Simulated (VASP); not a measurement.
## Sn: single point with PBE+D3(BJ)

The system is Sn.

```xyz
1
Lattice="-1.6510 1.6512 2.4476 1.6510 -1.6512 2.4476 1.6510 1.6512 -2.4476" Properties=species:S:1:pos:R:3 pbc="T T T"
Sn    0.0000    0.0000    0.0000
```

This cell differs from its parent crystal: ratio of the length along z to the lengths across it x 1.2, volume and fractional coordinates fixed.

| Quantity | Value |
| --- | --- |
| Program | VASP 6.6.1 |
| Task | single point |
| Functional | PBE |
| Dispersion | D3(BJ) |
| Potentials or basis | VASP PAW PBE potentials, release 64 (Sn_d) |
| Cutoff | 520 eV |
| k mesh | 26 × 26 × 26 |
| Occupations | gaussian, width 0.15 eV |
| Spin | no spin polarisation |

| Item | Value |
| --- | --- |
| Pressure | 0.1 GPa |
| Band gap on the k mesh | zero (band 7 reaches 16.20 eV, above the bottom of band 8 at 6.11 eV) |
| Dispersion energy per atom | -0.392 eV |

Stress tensor (GPa, compression positive):
```
0.16 0.00 0.00
0.00 0.16 0.00
0.00 0.00 0.03
```

Levels at points of the mesh, in eV from the Fermi level:
```tsv
k point	band 5	band 6	band 7	band 8	band 9	band 10
(0.00, 0.00, 0.00)	-21.51	-11.30	7.81	7.81	7.87	10.62
(0.50, 0.00, 0.00)	-21.44	-6.85	-4.76	5.40	6.30	9.75
(0.00, 0.50, 0.00)	-21.44	-6.85	-4.76	5.40	6.30	9.75
(0.50, 0.50, 0.00)	-21.40	-4.65	-3.60	1.69	2.03	5.20
(0.50, 0.50, 0.50)	-21.43	-5.38	-4.01	2.47	2.48	5.91
```

Run time: 26 min on 1 thread of Oxide Virtual Turin-like Processor, with other jobs on the host, peak memory 0.81 GiB.

Caveat: spin-orbit coupling is left out, which moves the levels of the heavy elements; pairwise dispersion overbinds metals, which lowers pressure and volume.
